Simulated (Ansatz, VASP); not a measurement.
# BiTe in VASP and in Ansatz

INCAR

```
SYSTEM = BiTe
PREC     = Accurate       ! precision mode
ENCUT    = 520            ! plane-wave cutoff, eV
EDIFF    = 1E-8           ! SCF threshold, eV
ISMEAR   = -1             ! smearing method
SIGMA    = 0.08           ! smearing width, eV
LREAL    = .FALSE.        ! projectors in reciprocal space
LASPH    = .TRUE.         ! aspherical terms in the spheres
NELM     = 80             ! most SCF steps
ALGO     = Normal         ! electronic algorithm
ISIF     = 2              ! what is computed and relaxed
LWAVE    = .FALSE.        ! write WAVECAR
LCHARG   = .FALSE.        ! write CHGCAR
GGA      = CA             ! functional
LEFG     = .TRUE.       
NBANDS   = 18             ! bands
```

File KPOINTS:

```
Automatic mesh
0
G
  10 10 10
  0 0 0
```

File POSCAR:

```
BiTe
1.0
    0.0000000000      3.2350000000      3.2350000000
    3.2350000000      0.0000000000      3.2350000000
    3.2350000000      3.2350000000      0.0000000000
Bi Te
1 1
Direct
    0.0000000000      0.0000000000      0.0000000000
    0.5000000000      0.5000000000      0.5000000000
```

Input for Ansatz:

```yaml
crystal:
  lattice:
    - [0.0, 3.235, 3.235]
    - [3.235, 0.0, 3.235]
    - [3.235, 3.235, 0.0]
  atoms:
    - { symbol: Bi, position: [0.0, 0.0, 0.0] }
    - { symbol: Te, position: [0.5, 0.5, 0.5] }
kpoints:
  mp_grid: { grid: [10, 10, 10] }
  band_path:
    path:
      - [0.0, 0.0, 0.0]
      - [0.5, 0.0, 0.5]
      - [0.625, 0.25, 0.625]
      - [0.375, 0.375, 0.75]
      - [0.0, 0.0, 0.0]
      - [0.5, 0.5, 0.5]
      - [0.5, 0.25, 0.75]
      - [0.5, 0.0, 0.5]
    npoints: 5
scf:
  occupations: { method: fermi_dirac, width: 0.08 }
hamiltonian:
  xc: lda
  pseudopotentials: { kind: paw }
output:
  forces: true
  stress: true
  eigenvalues: true
  efg: { contact_densities: true }
```

Alike in both runs: task electric field gradients; functional LDA; k mesh 10 × 10 × 10; occupations fermi-dirac, width 0.08 eV; no spin polarisation.

```csv
,VASP,Ansatz
version,VASP 6.6.1,Ansatz 0.2.0
potentials or method,"VASP PAW LDA potentials, release 64 (Bi_d, Te)","PAW with Ansatz's default frozen-core files, scalar-relativistic"
plane-wave cutoff (eV),520,420
valence electrons in the cell,21,31
```

|  | VASP | Ansatz | Ansatz less VASP |
| --- | --- | --- | --- |
| pressure (GPa) | -2.7 | -2.8 | -0.06 |

LDA's correlation is that of Perdew and Zunger in VASP and of Perdew and Wang (1992) in Ansatz. VASP's potentials hold 21 valence electrons a cell and Ansatz's 31, so a difference there can come from the potentials and not from the codes.

Spin-orbit coupling is off throughout.
